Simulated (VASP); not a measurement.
## Zr: single point with PBE

The system is Zr.

```xyz
2
Lattice="-2.6685 2.6685 1.4776 2.6685 -2.6685 1.4776 2.6685 2.6685 -1.4776" Properties=species:S:1:pos:R:3 pbc="T T T"
Zr    0.0000   -1.3343   -0.3694
Zr    0.0000    1.3343    0.3694
```

- Program: VASP 6.6.1
- Task: single point
- Functional: PBE
- Potentials or basis: VASP PAW PBE potentials, release 64 (Zr_sv)
- Cutoff: 520 eV
- k mesh: 15 × 15 × 15
- Occupations: fermi-dirac, width 0.05 eV
- Spin: no spin polarisation
- Dipole correction: no
- Further INCAR settings: ALGO = Normal; EDIFF = 1e-06; NBANDS = 19

The pressure is 11.1 GPa and the band gap on the k mesh is zero (bands 12 and 13 overlap by 0.90 eV).

Levels at points of the mesh, in eV from the Fermi level:
| k point | band 10 | band 11 | band 12 | band 13 | band 14 | band 15 |
| --- | --- | --- | --- | --- | --- | --- |
| (0.00, 0.00, 0.00) | -3.41 | -1.32 | -0.81 | 0.07 | 3.47 | 3.47 |

It took 80 s on 1 thread of Intel(R) Xeon(R) 6975P-C (Granite Rapids) (shared host), peak memory 0.3 GiB.

Caveat: the cell stands under pressure.
